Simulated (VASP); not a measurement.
Na: single point with PBE

The system is Na.

```
Na
1.0
     0.00000    3.25786    3.25786
     3.25786    0.00000    3.25786
     3.25786    3.25786    0.00000
Na
2
Direct
  0.87500 0.87500 0.87500
  0.12500 0.12500 0.12500
```

This isn't the form of Na at room conditions, which is bcc.

| Item | Value |
| --- | --- |
| Program | VASP 6.6.1 |
| Task | single point |
| Functional | PBE |
| Potentials or basis | VASP PAW PBE potentials, release 64 (Na_pv) |
| Cutoff | 520 eV |
| k mesh | 10 × 10 × 10 |
| Occupations | fermi-dirac, width 0.08 eV |
| Spin | no spin polarisation |

```
Pressure               : 2.9 GPa
Band gap on the k mesh : zero (bands 7 and 8 overlap by 1.35 eV)
```

Levels at points of the mesh, in eV from the Fermi level:
```csv
k point,band 3,band 4,band 5,band 6,band 7,band 8,band 9,band 10,band 11,band 12
"(0.00, 0.00, 0.00)",-25.64,-25.52,-25.52,-25.52,-3.49,6.11,6.11,6.11,6.30,6.30
"(0.50, 0.00, 0.00)",-25.64,-25.52,-25.50,-25.50,-0.87,-0.73,5.34,5.34,5.55,5.55
"(0.50, 0.50, 0.00)",-25.58,-25.58,-25.49,-25.49,0.07,0.07,3.13,3.13,3.81,3.81
```

Run time: 17 s on 1 thread of AMD EPYC 9R45 96-Core Processor (Zen 5), on a shared host, peak memory 0.17 GiB.
